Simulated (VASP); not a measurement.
# CdS (Fm-3m) in VASP: settings compared, part 2 of 3

VASP 6.6.1. The steps go on from the part before.

## Step 4: Single point, PBE, collinear spin, ferromagnetic start

File INCAR:

```
PREC = Accurate ; ENCUT = 500
EDIFF = 1E-6 ; ISMEAR = 0
SIGMA = 0.1 ; LREAL = F
LASPH = T ; NELM = 200
ALGO = Normal ; ISIF = 2
LWAVE = F ; LCHARG = F
ISPIN = 2 ; MAGMOM = 0 5
LORBIT = 11 ; GGA = PE
NBANDS = 20 ; GGA_COMPAT = F
```

File KPOINTS:

```
regular mesh
0
Gamma
  4 4 4
```

File POSCAR:

```
CdS
1.0
    0.0000000000      2.7532440000      2.7532440000
    2.7532440000      0.0000000000      2.7532440000
    2.7532440000      2.7532440000      0.0000000000
Cd S
1 1
Direct
    0.0000000000      0.0000000000      0.0000000000
    0.5000000000      0.5000000000      0.5000000000
```

Potentials or basis: VASP PAW PBE potentials, release 64 (Cd, S).

Launch:

```bash
cat potpaw_PBE.64/Cd/POTCAR potpaw_PBE.64/S/POTCAR > POTCAR
mpirun -np 1 vasp_std > vasp.out
```

OUTCAR:

```text
PREC = Accurate
   ENCUT = 500
   EDIFF = 1E-6
   ISMEAR = 0
   LREAL = F
   LASPH = T
   NELM = 200
   ISIF = 2
   ISPIN = 2
   LORBIT = 11
   GGA = PE

 ion  position               nearest neighbor table
   1  0.000  0.000  0.000-   2 2.75   2 2.75   2 2.75   2 2.75   2 2.75   2 2.75
   2  0.500  0.500  0.500-   1 2.75   1 2.75   1 2.75   1 2.75   1 2.75   1 2.75

  LATTYP: Found a face centered cubic cell.
 ALAT       =     5.5064880000

  Lattice vectors:

 A1 = (   0.0000000000,   2.7532440000,   2.7532440000)
 A2 = (   2.7532440000,   0.0000000000,   2.7532440000)
 A3 = (   2.7532440000,   2.7532440000,   0.0000000000)

Analysis of symmetry for initial positions (statically):
=====================================================================
 Subroutine PRICEL returns:
 Original cell was already a primitive cell.

 Routine SETGRP: Setting up the symmetry group for a
 face centered cubic supercell.

 Subroutine GETGRP returns: Found 48 space group operations
 (whereof 48 operations were pure point group operations)
 out of a pool of 48 trial point group operations.

The static configuration has the point symmetry O_h .

Analysis of symmetry for dynamics (positions and initial velocities):
=====================================================================
 Subroutine PRICEL returns:
 Original cell was already a primitive cell.

 Routine SETGRP: Setting up the symmetry group for a
 face centered cubic supercell.

 Subroutine GETGRP returns: Found 48 space group operations
 (whereof 48 operations were pure point group operations)
 out of a pool of 48 trial point group operations.

The dynamic configuration has the point symmetry O_h .

Analysis of structural, dynamic, and magnetic symmetry:
=====================================================================
 Subroutine PRICEL returns:
 Original cell was already a primitive cell.

 Routine SETGRP: Setting up the symmetry group for a
 face centered cubic supercell.

 Subroutine GETGRP returns: Found 48 space group operations
 (whereof 48 operations were pure point group operations)
 out of a pool of 48 trial point group operations.

The overall configuration has the point symmetry O_h .

 Subroutine INISYM returns: Found 48 space group operations
 (whereof 48 operations are pure point group operations),
 and found     1 'primitive' translations

----------------------------------------------------------------------------------------

                                     Primitive cell

  volume of cell :      41.7411

  direct lattice vectors                    reciprocal lattice vectors
     0.000000000  2.753244000  2.753244000    -0.181603955  0.181603955  0.181603955
     2.753244000  0.000000000  2.753244000     0.181603955 -0.181603955  0.181603955
     2.753244000  2.753244000  0.000000000     0.181603955  0.181603955 -0.181603955

  length of vectors
     3.893675005  3.893675005  3.893675005     0.314547277  0.314547277  0.314547277

  position of ions in fractional coordinates (direct lattice)
     0.000000000  0.000000000  0.000000000
     0.500000000  0.500000000  0.500000000

  ion indices of the primitive-cell ions
[... 49 lines left out ...]
   PREC   = accura    normal or accurate (medium, high low for compatibility)
   ISTART =      0    job   : 0-new  1-cont  2-samecut
   ICHARG =      2    charge: 1-file 2-atom 10-const
   ISPIN  =      2    spin polarized calculation?
   LNONCOLLINEAR =      F non collinear calculations
   LSORBIT =      F    spin-orbit coupling
   LASPH  =      T    aspherical Exc in radial PAW
   ENCUT  =  500.0 eV  36.75 Ry    6.06 a.u.   7.10  7.10  7.10*2*pi/ulx,y,z
   NELM   =    200;   NELMIN=  2; NELMDL= -5     # of ELM steps
   EDIFF  = 0.1E-05   stopping-criterion for ELM
   LREAL  =      F    real-space projection
   EDIFFG = 0.1E-04   stopping-criterion for IOM
   NSW    =      0    number of steps for IOM
   IBRION =     -1    ionic relax: 0-MD 1-quasi-New 2-CG
   NFREE  =      0    steps in history (QN), initial steepest desc. (CG)
   ISIF   =      2    stress and relaxation
   ISYM   =      2    0-nonsym 1-usesym 2-fastsym
   POTIM  = 0.5000    time-step for ionic-motion
   TEBEG  =    0.0;   TEEND  =   0.0 temperature during run
   PSTRESS=    0.0 pullay stress
   NELECT =      18.0000    total number of electrons
   NUPDOWN=      -1.0000    fix difference up-down
   EMIN   =  10.00;   EMAX   =-10.00  energy-range for DOS
   EFERMI =   0.00;   METHOD = LEGACY
   ISMEAR =     0;   SIGMA  =   0.10  broadening in eV -4-tet -1-fermi 0-gaus
   EFERMI_NEDOS =   21; number of points for ismear=-14 and -15
   IALGO  =     38    algorithm
   IMIX   =      4    mixing-type and parameters
     AMIX     =   0.40;   BMIX     =  1.00
     AMIX_MAG =   1.60;   BMIX_MAG =  1.00
  volume/ion in A,a.u.               =      20.87       140.84
  Fermi-wavevector in a.u.,A,eV,Ry     =   1.236833  2.337275 20.813583  1.529755
  Thomas-Fermi vector in A             =   2.371425
   LORBIT       =     11    0 simple, 1 ext, 2 COOP (PROOUT), +10 PAW based schemes
   GGA     = PE    functional components
   LHFCALC =     F    Hartree Fock is set to
   AEXX    =    0.0000 exact exchange contribution
   IVDW    =     0    specifies the selected vdW correction
   LEPSILON=     F    determine dielectric tensor
   LRPA    =     F    only Hartree local field effects (RPA)
 spin polarized calculation
 Gauss-broadening in eV      SIGMA  =   0.10
  energy-cutoff  :      500.00
  volume of cell :       41.74
 maximum number of plane-waves:      1068
   NGX = 15   NGY = 15   NGZ = 15

 number of electron      17.9999990 magnetization       0.0035984

 number of electron      17.9999990 magnetization      -0.0000660

 Free energy of the ion-electron system (eV)
  ---------------------------------------------------
  ext. energy  EPLUGINS =         0.00000000
  ---------------------------------------------------
  free energy    TOTEN  =        -5.79997123 eV

  energy without entropy =       -5.79737666  energy(sigma->0) =       -5.79867395

 E-fermi :   2.8752     XC(G=0): -10.2946

 val. band max:        2.7488418454   @ k =   0.5000   0.0000   0.0000
 cond. band min:       2.9661960460   @ k =   0.5000   0.5000   0.0000
 fundamental gap:      0.2173542006
 Fermi energy:         2.8751865035

 spin component 1

 k-point     1 :       0.0000    0.0000    0.0000
  band No.  band energies     occupation
      1      -9.9085      1.00000
      2      -4.8781      1.00000
      3      -4.8781      1.00000
      4      -4.8781      1.00000
      5      -4.8758      1.00000
      6      -4.8758      1.00000
[... 160 lines left out ...]
      6      -4.1448      1.00000
[... 12 lines left out ...]
     19      22.2351      0.00000
     20      22.2351      0.00000
 Fermi energy:         2.8751865035

 spin component 2

 k-point     1 :       0.0000    0.0000    0.0000
  band No.  band energies     occupation
      1      -9.9085      1.00000
      2      -4.8781      1.00000
      3      -4.8781      1.00000
      4      -4.8781      1.00000
      5      -4.8759      1.00000
      6      -4.8759      1.00000
[... 173 lines left out ...]
     19      22.2351      0.00000
     20      22.2351      0.00000

------------------------ aborting loop because EDIFF is reached ----------------------------------------

  FORCE on cell =-STRESS in cart. coord.  units (eV):
  Direction    XX          YY          ZZ          XY          YZ          ZX
  --------------------------------------------------------------------------------------
  -------------------------------------------------------------------------------------
  Total        0.0728870      0.0728870      0.0728870     -0.0000000     -0.0000000      0.0000000
  in kB        2.7976686      2.7976686      2.7976686     -0.0000000     -0.0000000      0.0000000
  external PRESSURE =       2.7976686 kB  Pullay stress =       0.0000000 kB

 VOLUME and BASIS-vectors are now :
 -----------------------------------------------------------------------------
  energy-cutoff  :      500.00
  volume of cell :       41.74
      direct lattice vectors                 reciprocal lattice vectors
     0.000000000  2.753244000  2.753244000    -0.181603955  0.181603955  0.181603955
     2.753244000  0.000000000  2.753244000     0.181603955 -0.181603955  0.181603955
     2.753244000  2.753244000  0.000000000     0.181603955  0.181603955 -0.181603955

 POSITION                                       TOTAL-FORCE (eV/Angst)
 -----------------------------------------------------------------------------------
      0.00000      0.00000      0.00000        -0.000000      0.000000     -0.000000
      2.75324      2.75324      2.75324         0.000000     -0.000000      0.000000
 -----------------------------------------------------------------------------------
    total drift:                                0.000000      0.000000      0.000000

  FREE ENERGIE OF THE ION-ELECTRON SYSTEM (eV)
  ---------------------------------------------------
  free  energy   TOTEN  =        -5.7999712311 eV

  energy  without entropy=       -5.7973766646  energy(sigma->0) =       -5.79867395

 total charge

# of ion       s       p       d       tot
------------------------------------------
    1        0.366   0.237   9.586  10.189
    2        1.334   2.380   0.000   3.714
--------------------------------------------------
tot          1.700   2.617   9.586  13.903

 magnetization (x)

# of ion       s       p       d       tot
------------------------------------------
    1       -0.000   0.000  -0.000  -0.000
    2       -0.000  -0.000   0.000  -0.000
--------------------------------------------------
tot         -0.000  -0.000  -0.000  -0.000
```

OSZICAR:

```text
N       E                     dE             d eps       ncg     rms          rms(c)
DAV:   1     0.119467231744E+03    0.11947E+03   -0.87575E+03   680   0.801E+02
DAV:   2     0.393676391846E+01   -0.11553E+03   -0.10530E+03   700   0.220E+02
DAV:   3    -0.917108520762E+00   -0.48539E+01   -0.48210E+01   768   0.464E+01
DAV:   4    -0.941018831346E+00   -0.23910E-01   -0.23905E-01   712   0.330E+00
DAV:   5    -0.941157702700E+00   -0.13887E-03   -0.13887E-03   728   0.248E-01    0.160E+01
DAV:   6    -0.570800003254E+01   -0.47668E+01   -0.21472E+00   748   0.138E+01    0.716E+00
DAV:   7    -0.580607950621E+01   -0.98079E-01   -0.31042E-01   692   0.416E+00    0.460E+00
DAV:   8    -0.579994541506E+01    0.61341E-02   -0.54618E-02   712   0.145E+00    0.244E+00
DAV:   9    -0.579950016604E+01    0.44525E-03   -0.60459E-03   704   0.673E-01    0.676E-01
DAV:  10    -0.579972936215E+01   -0.22920E-03   -0.33567E-03   664   0.337E-01    0.183E-01
DAV:  11    -0.579990987540E+01   -0.18051E-03   -0.59201E-04   680   0.165E-01    0.100E-01
DAV:  12    -0.579994588130E+01   -0.36006E-04   -0.30062E-05   724   0.415E-02    0.680E-02
DAV:  13    -0.579996752008E+01   -0.21639E-04   -0.14915E-05   712   0.265E-02    0.227E-02
DAV:  14    -0.579997103375E+01   -0.35137E-05   -0.42343E-06   680   0.129E-02    0.551E-03
DAV:  15    -0.579997123110E+01   -0.19735E-06   -0.28397E-07   432   0.323E-03
   1 F= -.57999712E+01 E0= -.57986739E+01  d E =-.259457E-02  mag=     0.0000
```

It took 18 s on 1 thread of Intel Xeon 6455B, shared host; peak memory 0.17 GiB.

What came out:

```yaml
Free_energy: -5.8000 eV
Pressure: 0.3 GPa
Band_gap_on_the_k_mesh: 0.22 eV, indirect (least direct gap 1.51 eV)
Net_moment: 0.00 μB per cell
Valence_electrons_inside_the_program's_atomic_spheres: Cd 10.19; S 3.71
```

Caveat: the k points lie up to 0.49 Å⁻¹ apart. A k mesh can miss the band edges.

## Step 5: Single point, PBE, collinear spin, ferromagnetic start

File INCAR:

```
PREC = Accurate ; ENCUT = 500
EDIFF = 1E-6 ; ISMEAR = 0
SIGMA = 0.01 ; LREAL = False
LASPH = True ; NELM = 200
ALGO = Normal ; ISIF = 2
LWAVE = False ; LCHARG = False
ISPIN = 2 ; MAGMOM = 0 2
LORBIT = 11 ; GGA = PE
NBANDS = 20 ; GGA_COMPAT = False
```

File KPOINTS:

```
Automatic mesh
0
Gamma
  4 4 4
```

POSCAR is that of step 4.

Launch:

```bash
cat potpaw_PBE.64/Cd/POTCAR potpaw_PBE.64/S/POTCAR > POTCAR
mpirun -np 1 vasp_std > vasp.out
```

It took 20 s on 1 thread of Intel Xeon 6455B, shared host; peak memory 0.17 GiB.

It converged, with:

| Item | Value |
| --- | --- |
| Free energy | -5.7994 eV |
| Pressure | 0.3 GPa |
| Band gap on the k mesh | 0.21 eV, indirect (least direct gap 1.50 eV) |
| Net moment | 0.00 μB per cell |
| Valence electrons inside the program's atomic spheres | Cd 10.19; S 3.72 |

Levels at points of the mesh, in eV from the valence-band top:
Spin up:
```csv
k point,band 7,band 8,band 9,band 10,band 11,band 12
"(0.00, 0.00, 0.00)",-0.69,-0.69,-0.69,0.81,9.20,9.20
"(0.50, 0.00, 0.00)",-4.78,0.00,0.00,3.51,5.89,5.89
"(0.50, 0.50, 0.00)",-4.12,-2.06,-2.06,0.21,6.04,9.73
```
Spin down:
```tsv
k point	band 5	band 6	band 7	band 8	band 9	band 10	band 11	band 12	band 13	band 14
(0.00, 0.00, 0.00)	-7.64	-7.64	-0.69	-0.69	-0.69	0.81	9.20	9.20	9.20	11.27
(0.50, 0.00, 0.00)	-7.45	-7.45	-4.78	0.00	0.00	3.51	5.89	5.89	6.64	12.18
(0.50, 0.50, 0.00)	-7.39	-6.73	-4.12	-2.06	-2.06	0.21	6.04	9.73	11.10	11.10
```

Caveat: the k points lie up to 0.49 Å⁻¹ apart. A k mesh can miss the band edges.

(Continued in part 3 of 3.)
